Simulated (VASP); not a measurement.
W: single point with PBEsol

Crystal: W.

```
W
1.0
    -1.63723    1.63723    1.51744
     1.63723   -1.63723    1.51744
     1.63723    1.63723   -1.51744
W
1
Direct
  0.00000 0.00000 0.00000
```

This cell differs from its parent crystal: strain +0.025 along x and y, -0.050 along z.

* Program: VASP 6.6.1
* Task: single point
* Functional: PBEsol
* Potentials or basis: VASP PAW PBE potentials, release 64 (W_sv)
* Cutoff: 520 eV
* k mesh: 20 × 20 × 20
* Occupations: gaussian, width 0.15 eV
* Spin: no spin polarisation
* Dipole correction: no
* Further INCAR settings: ALGO = Fast; EDIFF = 1e-07; NBANDS = 13

```json
{"Pressure": "-9.4 GPa", "Band gap on the k mesh": "zero (bands 7 and 8 overlap by 6.11 eV)"}
```

Stress tensor (GPa, compression positive):
```
-17.39   0.00   0.00
  0.00 -17.39   0.00
  0.00   0.00   6.60
```

Levels at points of the mesh, in eV from the Fermi level:
```csv
k point,band 4,band 5,band 6,band 7,band 8,band 9,band 10,band 11
"(0.00, 0.00, 0.00)",-37.75,-9.52,-1.82,-0.80,-0.80,1.42,2.78,14.04
"(0.50, 0.00, 0.00)",-37.82,-6.12,-3.76,0.83,2.08,3.65,5.91,10.83
"(0.50, 0.50, 0.00)",-37.77,-6.16,-2.72,0.22,1.17,2.56,5.77,10.26
"(0.50, 0.50, 0.50)",-38.46,-5.75,-5.56,4.90,4.90,5.20,7.36,7.36
```

Run time: 2.1 min on 1 thread of Intel Xeon 8259CL (shared host), peak memory 0.25 GiB.

Caveat: the cell differs from its parent crystal (strain +0.025 along x and y, -0.050 along z); the cell stands under tension; the PAW data sets were made with another functional, which shifts forces and pressure a little; spin-orbit coupling is left out, which moves the levels of the heavy elements.
